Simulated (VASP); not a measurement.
# HfN (Fm-3m) in VASP: notebook, part 2 of 2

VASP 6.6.1. The steps go on from the part before.

## 4. Single point, PBE

This run uses another cell than the first one, of 12.63 Å³/atom, 1.048 times its volume.

File INCAR:

```
SYSTEM = HfN
PREC     = Accurate       ! precision mode
ENCUT    = 520            ! plane-wave cutoff, eV
EDIFF    = 1E-6           ! SCF threshold, eV
ISMEAR   = -1             ! smearing method
SIGMA    = 0.1            ! smearing width, eV
LREAL    = .FALSE.        ! projectors in reciprocal space
LASPH    = .TRUE.         ! aspherical terms in the spheres
NELM     = 80             ! most SCF steps
ALGO     = Normal         ! electronic algorithm
ISIF     = 2              ! what is computed and relaxed
LWAVE    = .FALSE.        ! write WAVECAR
LCHARG   = .TRUE.         ! write CHGCAR
GGA      = PE             ! functional
LELF     = .TRUE.         ! ELF
LVHAR    = .TRUE.       
NBANDS   = 14             ! bands
```

File KPOINTS:

```
Automatic mesh
0
G
  11 11 11
  0 0 0
```

File POSCAR:

```
HfN
1.0
    0.0000000000      2.3288239405      2.3288239405
    2.3288239405      0.0000000000      2.3288239405
    2.3288239405      2.3288239405      0.0000000000
Hf N
1 1
Direct
    0.0000000000      0.0000000000      0.0000000000
    0.5000000000      0.5000000000      0.5000000000
```

Potentials or basis: VASP PAW PBE potentials, release 64 (Hf_pv, N).

On the command line:

```
$ cat potpaw_PBE.64/Hf_pv/POTCAR potpaw_PBE.64/N/POTCAR > POTCAR
$ mpirun -np 1 vasp_std > vasp.out
```

OUTCAR:

```text
SYSTEM = HfN
   PREC = Accurate
   ENCUT = 520
   EDIFF = 1E-6
   ISMEAR = -1
   LREAL = .FALSE.
   LASPH = .TRUE.
   NELM = 80
   ISIF = 2
   GGA = PE

 ion  position               nearest neighbor table
   1  0.000  0.000  0.000-   2 2.33   2 2.33   2 2.33   2 2.33   2 2.33   2 2.33
   2  0.500  0.500  0.500-   1 2.33   1 2.33   1 2.33   1 2.33   1 2.33   1 2.33

  LATTYP: Found a face centered cubic cell.
 ALAT       =     4.6576478810

  Lattice vectors:

 A1 = (   0.0000000000,   2.3288239405,   2.3288239405)
 A2 = (   2.3288239405,   0.0000000000,   2.3288239405)
 A3 = (   2.3288239405,   2.3288239405,   0.0000000000)

Analysis of symmetry for initial positions (statically):
=====================================================================
 Subroutine PRICEL returns:
 Original cell was already a primitive cell.

 Routine SETGRP: Setting up the symmetry group for a
 face centered cubic supercell.

 Subroutine GETGRP returns: Found 48 space group operations
 (whereof 48 operations were pure point group operations)
 out of a pool of 48 trial point group operations.

The static configuration has the point symmetry O_h .

Analysis of symmetry for dynamics (positions and initial velocities):
=====================================================================
 Subroutine PRICEL returns:
 Original cell was already a primitive cell.

 Routine SETGRP: Setting up the symmetry group for a
 face centered cubic supercell.

 Subroutine GETGRP returns: Found 48 space group operations
 (whereof 48 operations were pure point group operations)
 out of a pool of 48 trial point group operations.

The dynamic configuration has the point symmetry O_h .

 Subroutine INISYM returns: Found 48 space group operations
 (whereof 48 operations are pure point group operations),
 and found     1 'primitive' translations

----------------------------------------------------------------------------------------
[... 116 lines left out ...]
  Thomas-Fermi vector in A             =   2.501304
   LORBIT       =      0    0 simple, 1 ext, 2 COOP (PROOUT), +10 PAW based schemes
   GGA     = PE    functional components
   LHFCALC =     F    Hartree Fock is set to
   AEXX    =    0.0000 exact exchange contribution
   IVDW    =     0    specifies the selected vdW correction
   LEPSILON=     F    determine dielectric tensor
   LRPA    =     F    only Hartree local field effects (RPA)
 non-spin polarized calculation
  energy-cutoff  :      520.00
  volume of cell :       25.26
 maximum number of plane-waves:       692
   NGX = 13   NGY = 13   NGZ = 13

 number of electron      14.9999997 magnetization

 Free energy of the ion-electron system (eV)
  ---------------------------------------------------
  ext. energy  EPLUGINS =         0.00000000
  ---------------------------------------------------
  free energy    TOTEN  =       -21.64697466 eV

  energy without entropy =      -21.62224398  energy(sigma->0) =      -21.63460932

 E-fermi :   7.5481     XC(G=0): -12.2593

 val. band max:        7.5254237500   @ k =   0.0909   0.0000   0.0000
 cond. band min:       7.5751419666   @ k =  -0.0909   0.0909   0.0000
 fundamental gap:      0.0497182166
 Fermi energy:         7.5480672646

 k-point     1 :       0.0000    0.0000    0.0000
  band No.  band energies     occupation
      1     -23.9206      2.00000
      2     -23.9206      2.00000
      3     -23.9206      2.00000
      4      -9.3782      2.00000
      5       4.6784      2.00000
      6       4.6784      2.00000
      7       4.6784      2.00000
      8       7.2822      1.86903
      9       7.2822      1.86903
     10       7.2822      1.86903
     11       8.5609      0.00008
     12       9.3371      0.00000
     13       9.3371      0.00000
     14      16.9334      0.00000
[... 377 lines left out ...]
      1     -24.2967      2.00000
      2     -24.0620      2.00000
      3     -23.9482      2.00000
      4      -8.1224      2.00000
      5       0.9879      2.00000
      6       2.4475      2.00000
      7       3.0451      2.00000
      8       8.3480      0.00067
      9       8.5537      0.00009
     10      10.1482      0.00000
     11      10.3999      0.00000
     12      13.0223      0.00000
     13      13.9370      0.00000
     14      19.3792      0.00000

 [... further k-points ...]
[... 5 lines left out ...]
  --------------------------------------------------------------------------------------
  -------------------------------------------------------------------------------------
  Total       -2.8586751     -2.8586751     -2.8586751      0.0000000      0.0000000      0.0000000
  in kB     -181.3157004   -181.3157004   -181.3157004      0.0000000      0.0000000      0.0000000
  external PRESSURE =    -181.3157004 kB  Pullay stress =       0.0000000 kB

 VOLUME and BASIS-vectors are now :
 -----------------------------------------------------------------------------
  energy-cutoff  :      520.00
  volume of cell :       25.26
      direct lattice vectors                 reciprocal lattice vectors
     0.000000000  2.328823940  2.328823940    -0.214700644  0.214700644  0.214700644
     2.328823940  0.000000000  2.328823940     0.214700644 -0.214700644  0.214700644
     2.328823940  2.328823940  0.000000000     0.214700644  0.214700644 -0.214700644

 POSITION                                       TOTAL-FORCE (eV/Angst)
 -----------------------------------------------------------------------------------
      0.00000      0.00000      0.00000         0.000000      0.000000     -0.000000
      2.32882      2.32882      2.32882        -0.000000     -0.000000      0.000000
 -----------------------------------------------------------------------------------
    total drift:                                0.000000     -0.000000     -0.000000

  FREE ENERGIE OF THE ION-ELECTRON SYSTEM (eV)
  ---------------------------------------------------
  free  energy   TOTEN  =       -21.6469746616 eV

  energy  without entropy=      -21.6222439763  energy(sigma->0) =      -21.63460932
```

stdout:

```text
POSCAR found type information on POSCAR HfN
 POSCAR found :  2 types and       2 ions
 scaLAPACK will be used
 LDA part: xc-table for (Slater+PW92), standard interpolation
 POSCAR, INCAR and KPOINTS ok, starting setup
 FFT: planning ... GRIDC
 FFT: planning ... GRID_SOFT
 FFT: planning ... GRID
 WAVECAR not read
 entering main loop
```

It took 37 s on 1 thread of AMD EPYC 7R13, shared host; peak memory 0.12 GiB.

What came out:

* Free energy: -21.6470 eV
* Pressure: -18.1 GPa

Caveat: spin-orbit coupling is left out, which moves the levels of the heavy elements.

## 5. Overview

```tsv
cell	gap on the mesh (eV)	pressure (GPa)
a = 3.243 Å, angles 60.0°, 2 atoms	none	-8.4
a = 3.268 Å, angles 60.0°, 2 atoms	none	-13.6
a = 3.293 Å, angles 60.0°, 2 atoms	none	-18.1
```

Alike in all rows: task single point; level PBE; potentials or basis VASP PAW PBE potentials, release 64 (Hf_pv, N); no spin polarisation; k mesh 11 × 11 × 11; cutoff (eV) 520; smearing fermi-dirac 0.1 eV.

Caveats: spin-orbit coupling is left out, which moves the levels of the heavy elements.

Absolute energies hang on the potentials; compare differences alone.
